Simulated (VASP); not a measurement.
Input of a VASP 6.6.1 run:

The input POSCAR:

```
BAs
1.0
    0.0000000000      2.2962405084      2.2962405084
    2.2962405084      0.0000000000      2.2962405084
    2.2962405084      2.2962405084      0.0000000000
B As
1 1
Direct
    0.0000000000      0.0000000000      0.0000000000
    0.7500000000      0.7500000000      0.7500000000
```

INCAR.step1

```
ALGO = Normal ; EDIFF = 1E-4
ENCUT = 520 ; GGA = PE
ISMEAR = 0 ; LASPH = T
LCHARG = F ; LREAL = F
LWAVE = T ; NBANDS = 11
NELM = 80 ; PREC = Accurate
SIGMA = 0.05
```

File INCAR.step2:

```
ALGO = Normal ; EDIFF = 1E-6
ENCUT = 520 ; ISIF = 2
ISMEAR = 0 ; ISTART = 1
LASPH = T ; LCHARG = T
LELF = T ; LMIXTAU = T
LREAL = F ; LVHAR = T
LWAVE = F ; METAGGA = R2SCAN
NBANDS = 11 ; NELM = 80
PREC = Accurate ; SIGMA = 0.05
```

KPOINTS

```
k-points
0
Gamma
  10 10 10
```

Potentials or basis: VASP PAW PBE potentials, release 64 (B, As).

Run with:

```console
$ cat potpaw_PBE.64/B/POTCAR potpaw_PBE.64/As/POTCAR > POTCAR
$ cp INCAR.step1 INCAR
$ mpirun -np 1 vasp_std > vasp.out
$ cp INCAR.step2 INCAR
$ mpirun -np 1 vasp_std > vasp.out
```

Q: Estimate the band gap on the k mesh.

A: 1.24 eV (least direct gap 3.59 eV).

Q: Predict the pressure.

A: 22.7 GPa.

Caveat: the cell differs from its parent crystal (strain -0.040 along x and y, -0.040 along z); the cell stands under pressure; the PAW data sets were made with another functional, which shifts forces and pressure a little. A k mesh can miss the band edges.
